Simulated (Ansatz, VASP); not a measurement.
K5AgS3 in VASP and in Ansatz

```
K Ag S
1.0
     6.74348    0.00000    0.00000
    -3.37174    5.84003    0.00000
     0.00000    0.00000    7.31645
K Ag S
5 1 3
Direct
  0.00000 0.00000 0.00000
  0.33333 0.66667 0.27649
  0.33333 0.66667 0.72351
  0.66667 0.33333 0.72351
  0.66667 0.33333 0.27649
  0.00000 0.00000 0.50000
  0.50000 0.00000 0.50000
  0.00000 0.50000 0.50000
  0.50000 0.50000 0.50000
```

Alike in both runs: task single point; functional PBE; k mesh 3 × 3 × 4; occupations gaussian, width 0.1 eV; no spin polarisation.

|  | VASP | Ansatz |
| --- | --- | --- |
| version | VASP 6.6.1 | Ansatz 0.2.0 |
| potentials or method | VASP PAW PBE potentials, release 64 (K_sv, Ag, S), cutoff 520 eV | scalar-relativistic, plane waves, PAW |
| valence electrons in the cell | 74 | 82 |

```csv
,VASP,Ansatz,Ansatz less VASP
gap on the k mesh at the Fermi level (eV),none,none,-
pressure (GPa),11.9,11.7,-0.22
"traceless stress, the component that is largest in VASP (GPa)",1.32,1.25,-0.070
rms of the force components (eV/Å),1.436,1.401,-0.0351
```

Atom by atom the forces differ by 0.035 eV/Å (rms over components). A gap of «none» marks a metal or a gap that the smearing closes. VASP's potentials hold 74 valence electrons a cell and Ansatz's 82, so a difference there can come from the potentials and not from the codes.
